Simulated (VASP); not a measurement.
# Ir (Fm-3m) in VASP: further runs, part 2 of 2

VASP 6.6.1. The steps go on from the part before.

## Step 3: Single point, BLYP

This run uses another cell than the first one, of 15.22 Å³/atom, 1.083 times its volume.

File INCAR:

```
  PREC = Accurate
  ENCUT = 500
  EDIFF = 1E-6
  ISMEAR = -1
  SIGMA = 0.05
  LREAL = F
  LASPH = T
  NELM = 120
  ALGO = Normal
  ISIF = 2
  LWAVE = F
  LCHARG = F
  GGA = B5
  ALDAX = 1.0
  AGGAX = 1.0
  AGGAC = 1.0
  ALDAC = 0.0
  NBANDS = 14
  GGA_COMPAT = F
```

File KPOINTS:

```
Automatic mesh
0
Gamma
  12 12 12
```

File POSCAR:

```
Ir
1.0
    0.0000000000      1.9671366248      1.9671366248
    1.9671366248      0.0000000000      1.9671366248
    1.9671366248      1.9671366248      0.0000000000
Ir
1
Direct
    0.0000000000      0.0000000000      0.0000000000
```

Potentials or basis: VASP PAW PBE potentials, release 64 (Ir_sv_GW).

On the command line:

```bash
cat potpaw_PBE.64/Ir_sv_GW/POTCAR > POTCAR
mpirun -np 1 vasp_std > vasp.out
```

OUTCAR:

```text
PREC = Accurate
   ENCUT = 500
   EDIFF = 1E-6
   ISMEAR = -1
   LREAL = F
   LASPH = T
   NELM = 120
   ISIF = 2
   GGA = B5

 ion  position               nearest neighbor table
   1  0.000  0.000  0.000-

  LATTYP: Found a face centered cubic cell.
 ALAT       =     3.9342732496

  Lattice vectors:

 A1 = (   0.0000000000,   1.9671366248,   1.9671366248)
 A2 = (   1.9671366248,   0.0000000000,   1.9671366248)
 A3 = (   1.9671366248,   1.9671366248,   0.0000000000)

Analysis of symmetry for initial positions (statically):
[... 5 lines left out ...]
 face centered cubic supercell.

 Subroutine GETGRP returns: Found 48 space group operations
 (whereof 48 operations were pure point group operations)
 out of a pool of 48 trial point group operations.

The static configuration has the point symmetry O_h .

Analysis of symmetry for dynamics (positions and initial velocities):
[... 5 lines left out ...]
 face centered cubic supercell.

 Subroutine GETGRP returns: Found 48 space group operations
 (whereof 48 operations were pure point group operations)
 out of a pool of 48 trial point group operations.

The dynamic configuration has the point symmetry O_h .

 Subroutine INISYM returns: Found 48 space group operations
 (whereof 48 operations are pure point group operations),
 and found     1 'primitive' translations

----------------------------------------------------------------------------------------

                                     Primitive cell

  volume of cell :      15.2242

  direct lattice vectors                    reciprocal lattice vectors
     0.000000000  1.967136625  1.967136625    -0.254176550  0.254176550  0.254176550
     1.967136625  0.000000000  1.967136625     0.254176550 -0.254176550  0.254176550
     1.967136625  1.967136625  0.000000000     0.254176550  0.254176550 -0.254176550

  length of vectors
     2.781951294  2.781951294  2.781951294     0.440246698  0.440246698  0.440246698

  position of ions in fractional coordinates (direct lattice)
     0.000000000  0.000000000  0.000000000
[... 95 lines left out ...]
     AMIX     =   0.40;   BMIX     =  1.00
     AMIX_MAG =   1.60;   BMIX_MAG =  1.00
  volume/ion in A,a.u.               =      15.22       102.74
  Fermi-wavevector in a.u.,A,eV,Ry     =   1.698426  3.209560 39.248055  2.884651
  Thomas-Fermi vector in A             =   2.778927
   LORBIT       =      0    0 simple, 1 ext, 2 COOP (PROOUT), +10 PAW based schemes
   GGA     = B5    functional components
   LHFCALC =     F    Hartree Fock is set to
   AEXX    =    0.0000 exact exchange contribution
   IVDW    =     0    specifies the selected vdW correction
   LEPSILON=     F    determine dielectric tensor
   LRPA    =     F    only Hartree local field effects (RPA)
 non-spin polarized calculation
  energy-cutoff  :      500.00
  volume of cell :       15.22
 maximum number of plane-waves:       397
   NGX = 11   NGY = 11   NGZ = 11

 number of electron      17.0000000 magnetization

 Free energy of the ion-electron system (eV)
  ---------------------------------------------------
  ext. energy  EPLUGINS =         0.00000000
  ---------------------------------------------------
  free energy    TOTEN  =        -8.08148925 eV

  energy without entropy =       -8.07598758  energy(sigma->0) =       -8.07873842

 E-fermi :  12.0813     XC(G=0): -13.3869

 val. band max:       12.0715401843   @ k =  -0.3333   0.3333   0.0000
 cond. band min:      12.0891146750   @ k =  -0.2500   0.0833   0.0000
 fundamental gap:      0.0175744906
 Fermi energy:        12.0812711751

 k-point     1 :       0.0000    0.0000    0.0000
  band No.  band energies     occupation
      1     -80.1264      2.00000
      2     -36.9246      2.00000
      3     -36.9246      2.00000
      4     -36.9246      2.00000
      5       1.9518      2.00000
      6       8.6016      2.00000
      7       8.6016      2.00000
      8       8.6016      2.00000
      9      10.9703      2.00000
     10      10.9703      2.00000
     11      26.2083      0.00000
     12      31.1937      0.00000
     13      31.1937      0.00000
     14      31.1937      0.00000
[... 377 lines left out ...]
      1     -80.0743      2.00000
      2     -37.4840      2.00000
      3     -37.1245      2.00000
      4     -37.0365      2.00000
      5       5.6821      2.00000
      6       7.8887      2.00000
      7       9.2590      2.00000
      8       9.5556      2.00000
      9      12.4552      0.00113
     10      15.7188      0.00000
     11      18.7590      0.00000
     12      27.0172      0.00000
     13      28.9043      0.00000
     14      30.6343      0.00000

 [... further k-points ...]
[... 5 lines left out ...]
  --------------------------------------------------------------------------------------
  -------------------------------------------------------------------------------------
  Total       -0.1331286     -0.1331286     -0.1331286      0.0000000     -0.0000000      0.0000000
  in kB      -14.0103338    -14.0103338    -14.0103338      0.0000000     -0.0000000      0.0000000
  external PRESSURE =     -14.0103338 kB  Pullay stress =       0.0000000 kB

 VOLUME and BASIS-vectors are now :
 -----------------------------------------------------------------------------
  energy-cutoff  :      500.00
  volume of cell :       15.22
      direct lattice vectors                 reciprocal lattice vectors
     0.000000000  1.967136625  1.967136625    -0.254176550  0.254176550  0.254176550
     1.967136625  0.000000000  1.967136625     0.254176550 -0.254176550  0.254176550
     1.967136625  1.967136625  0.000000000     0.254176550  0.254176550 -0.254176550

 POSITION                                       TOTAL-FORCE (eV/Angst)
 -----------------------------------------------------------------------------------
      0.00000      0.00000      0.00000        -0.000000     -0.000000     -0.000000
 -----------------------------------------------------------------------------------
    total drift:                               -0.000000     -0.000000     -0.000000

  FREE ENERGIE OF THE ION-ELECTRON SYSTEM (eV)
  ---------------------------------------------------
  free  energy   TOTEN  =        -8.0814892540 eV

  energy  without entropy=       -8.0759875813  energy(sigma->0) =       -8.07873842
```

OSZICAR:

```text
N       E                     dE             d eps       ncg     rms          rms(c)
DAV:   1     0.106200742591E+03    0.10620E+03   -0.11114E+04  2078   0.121E+03
DAV:   2    -0.774189546741E+01   -0.11394E+03   -0.10992E+03  2508   0.377E+02
DAV:   3    -0.931064126140E+01   -0.15687E+01   -0.15644E+01  2226   0.417E+01
DAV:   4    -0.931307046600E+01   -0.24292E-02   -0.24291E-02  2382   0.196E+00
DAV:   5    -0.931307546831E+01   -0.50023E-05   -0.50019E-05  2262   0.828E-02    0.811E+01
DAV:   6    -0.816390715027E+01    0.11492E+01   -0.16840E+00  2070   0.136E+01    0.430E+01
DAV:   7    -0.809891410974E+01    0.64993E-01   -0.39618E-01  2298   0.606E+00    0.768E+00
DAV:   8    -0.808153986155E+01    0.17374E-01   -0.64078E-02  2046   0.303E+00    0.410E-01
DAV:   9    -0.808154210404E+01   -0.22425E-05   -0.70731E-04  2172   0.315E-01    0.169E-01
DAV:  10    -0.808148985414E+01    0.52250E-04   -0.10041E-04  2268   0.140E-01    0.996E-02
DAV:  11    -0.808148925397E+01    0.60017E-06   -0.56151E-06  2202   0.291E-02
   1 F= -.80814893E+01 E0= -.80787384E+01  d E =-.550167E-02
```

It used 24 s of CPU time on 1 thread of AMD EPYC 7R13 Processor (Zen 3), with other jobs on the host.

Results:

| Quantity | Value |
| --- | --- |
| Free energy | -8.0815 eV |
| Pressure | -1.4 GPa |

Levels at points of the mesh, in eV from the Fermi level:
```csv
k point,band 5,band 6,band 7,band 8,band 9,band 10,band 11,band 12
"(0.00, 0.00, 0.00)",-10.13,-3.48,-3.48,-3.48,-1.11,-1.11,14.13,19.11
"(0.50, 0.00, 0.00)",-7.27,-3.56,-3.56,-0.22,0.76,0.76,6.59,13.80
"(0.50, 0.50, 0.00)",-7.01,-6.53,0.72,1.28,1.28,2.01,9.59,11.38
```

Caveat: the PAW data sets were made with another functional, which shifts forces and pressure a little; spin-orbit coupling is left out, which moves the levels of the heavy elements.

## Step 4: Single point, PBE

File INCAR:

```
SYSTEM = Ir
ALGO = Normal
EDIFF = 1E-6
ENCUT = 500
GGA = PE
GGA_COMPAT = .FALSE.
ISIF = 2
ISMEAR = -1
LASPH = .TRUE.
LCHARG = .TRUE.
LELF = .TRUE.
LREAL = .FALSE.
LVHAR = .TRUE.
LWAVE = .FALSE.
NBANDS = 10
NELM = 120
PREC = Accurate
SIGMA = 0.04
```

File KPOINTS:

```
k-points
0
G
  7 7 7
  0 0 0
```

File POSCAR:

```
Ir
1.0
    0.0000000000      1.9156000000      1.9156000000
    1.9156000000      0.0000000000      1.9156000000
    1.9156000000      1.9156000000      0.0000000000
Ir
1
Direct
    0.0000000000      0.0000000000      0.0000000000
```

Potentials or basis: VASP PAW PBE potentials, release 64 (Ir).

On the command line:

```bash
cat potpaw_PBE.64/Ir/POTCAR > POTCAR
mpirun -np 1 vasp_std > vasp.out
```

Wall time 6.7 s (1 thread of AMD EPYC 7R43 (Zen 3), shared host); peak memory 0.09 GiB.

It converged, with:

| Quantity | Value |
| --- | --- |
| Free energy | -8.9120 eV |
| Pressure | 11.0 GPa |

Levels at points of the mesh, in eV from the Fermi level:
```csv
k point,band 1,band 2,band 3,band 4,band 5,band 6,band 7,band 8
"(0.00, 0.00, 0.00)",-11.33,-4.06,-4.06,-4.06,-1.33,-1.33,14.16,19.80
```

Caveat: the k points lie up to 0.41 Å⁻¹ apart; spin-orbit coupling is left out, which moves the levels of the heavy elements.

## Step 5: Single point, revPBE+D4

This run uses another cell than the first one, of 13.98 Å³/atom, 0.995 times its volume.

File INCAR:

```
SYSTEM = Ir
  PREC = Accurate
  ENCUT = 500
  EDIFF = 1E-6
  ISMEAR = -1
  SIGMA = 0.05
  LREAL = .False.
  LASPH = .True.
  NELM = 120
  ALGO = Normal
  ISIF = 2
  LWAVE = .False.
  LCHARG = .False.
  GGA = RE
  IVDW = 13
  NBANDS = 10
  GGA_COMPAT = .False.
```

File KPOINTS:

```
Automatic mesh
0
Gamma
  12 12 12
  0 0 0
```

File POSCAR:

```
Ir
1.0
    0.0000000000      1.9120883400      1.9120883400
    1.9120883400      0.0000000000      1.9120883400
    1.9120883400      1.9120883400      0.0000000000
Ir
1
Direct
    0.0000000000      0.0000000000      0.0000000000
```

Potentials or basis: VASP PAW PBE potentials, release 64 (Ir).

On the command line:

```bash
cat potpaw_PBE.64/Ir/POTCAR > POTCAR
mpirun -np 1 vasp_std > vasp.out
```

OUTCAR:

```text
SYSTEM = Ir
   PREC = Accurate
   ENCUT = 500
   EDIFF = 1E-6
   ISMEAR = -1
   LREAL = .False.
   LASPH = .True.
   NELM = 120
   ISIF = 2
   GGA = RE
   IVDW = 13

 ion  position               nearest neighbor table
   1  0.000  0.000  0.000-

  LATTYP: Found a face centered cubic cell.
 ALAT       =     3.8241766800

  Lattice vectors:

 A1 = (   0.0000000000,   1.9120883400,   1.9120883400)
 A2 = (   1.9120883400,   0.0000000000,   1.9120883400)
 A3 = (   1.9120883400,   1.9120883400,   0.0000000000)

Analysis of symmetry for initial positions (statically):
[... 5 lines left out ...]
 face centered cubic supercell.

 Subroutine GETGRP returns: Found 48 space group operations
 (whereof 48 operations were pure point group operations)
 out of a pool of 48 trial point group operations.

The static configuration has the point symmetry O_h .

Analysis of symmetry for dynamics (positions and initial velocities):
[... 5 lines left out ...]
 face centered cubic supercell.

 Subroutine GETGRP returns: Found 48 space group operations
 (whereof 48 operations were pure point group operations)
 out of a pool of 48 trial point group operations.

The dynamic configuration has the point symmetry O_h .

[... 147 lines left out ...]
 fundamental gap:      0.1377915499
 Fermi energy:        10.6969492888

 k-point     1 :       0.0000    0.0000    0.0000
  band No.  band energies     occupation
      1      -0.5663      2.00000
      2       6.7118      2.00000
      3       6.7118      2.00000
      4       6.7118      2.00000
      5       9.4415      2.00000
      6       9.4415      2.00000
      7      24.9469      0.00000
      8      30.6133      0.00000
      9      30.6133      0.00000
     10      30.6133      0.00000
[... 287 lines left out ...]
 k-point    24 :      -0.4167    0.1667    0.0000
  band No.  band energies     occupation
      1       3.4032      2.00000
      2       5.8240      2.00000
      3       7.4377      2.00000
      4       7.6293      2.00000
      5      11.1236      0.00039
      6      14.4907      0.00000
      7      18.0343      0.00000
      8      26.0123      0.00000
      9      28.3323      0.00000
     10      30.3755      0.00000

 [... further k-points ...]

------------------------ aborting loop because EDIFF is reached ----------------------------------------

  DFT-D4 for vdW energy calculation

  Edisp (eV):   -1.50008

  FORCE on cell =-STRESS in cart. coord.  units (eV):
  Direction    XX          YY          ZZ          XY          YZ          ZX
  --------------------------------------------------------------------------------------
  -------------------------------------------------------------------------------------
  Total       0.04990     0.04990     0.04990     0.00000     0.00000     0.00000
  in kB       5.71831     5.71831     5.71831     0.00000     0.00000     0.00000
  external pressure =        5.72 kB  Pullay stress =        0.00 kB

 VOLUME and BASIS-vectors are now :
 -----------------------------------------------------------------------------
  energy-cutoff  :      500.00
  volume of cell :       13.98
      direct lattice vectors                 reciprocal lattice vectors
     0.000000000  1.912088340  1.912088340    -0.261494194  0.261494194  0.261494194
     1.912088340  0.000000000  1.912088340     0.261494194 -0.261494194  0.261494194
     1.912088340  1.912088340  0.000000000     0.261494194  0.261494194 -0.261494194

 POSITION                                       TOTAL-FORCE (eV/Angst)
 -----------------------------------------------------------------------------------
      0.00000      0.00000      0.00000         0.000000      0.000000      0.000000
 -----------------------------------------------------------------------------------
    total drift:                               -0.000000     -0.000000     -0.000000

  FREE ENERGIE OF THE ION-ELECTRON SYSTEM (eV)
  ---------------------------------------------------
  free  energy   TOTEN  =        -9.8054892107 eV

  energy  without entropy=       -9.8008193750  energy(sigma->0) =       -9.80315429
```

Wall time 16 s (1 thread of AMD EPYC 7R43 (Zen 3), shared host); peak memory 0.09 GiB.

Results:

- Free energy: -9.8055 eV
- Pressure: 0.6 GPa
- Dispersion energy per atom: -1.500 eV

Caveat: the PAW data sets were made with another functional, which shifts forces and pressure a little; spin-orbit coupling is left out, which moves the levels of the heavy elements; pairwise dispersion overbinds metals, which lowers pressure and volume.

## Step 6: Summary

```csv
level,potentials or basis,cell,k mesh,smearing,second run,gap on the mesh (eV),pressure (GPa)
LDA,"VASP PAW LDA potentials, release 64 (Ir_sv_GW)","a = 2.709 Å, angles 60.0°, 1 atom",12 × 12 × 12,fermi-dirac 0.05 eV,valence_matched,none,-8.3
BLYP,"VASP PAW PBE potentials, release 64 (Ir_sv_GW)","a = 2.782 Å, angles 60.0°, 1 atom",12 × 12 × 12,fermi-dirac 0.05 eV,valence_matched,none,-1.4
PBE,"VASP PAW PBE potentials, release 64 (Ir)","a = 2.709 Å, angles 60.0°, 1 atom",7 × 7 × 7,fermi-dirac 0.04 eV,-,none,11.0
revPBE+D4,"VASP PAW PBE potentials, release 64 (Ir)","a = 2.704 Å, angles 60.0°, 1 atom",12 × 12 × 12,fermi-dirac 0.05 eV,-,none,0.6
```

Alike in all rows: task single point; no spin polarisation; cutoff (eV) 500.

Caveats: some runs use coarse meshes; spin-orbit coupling is left out, which moves the levels of the heavy elements; the PAW data sets were made with another functional, which shifts forces and pressure a little (some runs); pairwise dispersion overbinds metals, which lowers pressure and volume (some runs).

Absolute energies hang on the potentials; compare differences alone.
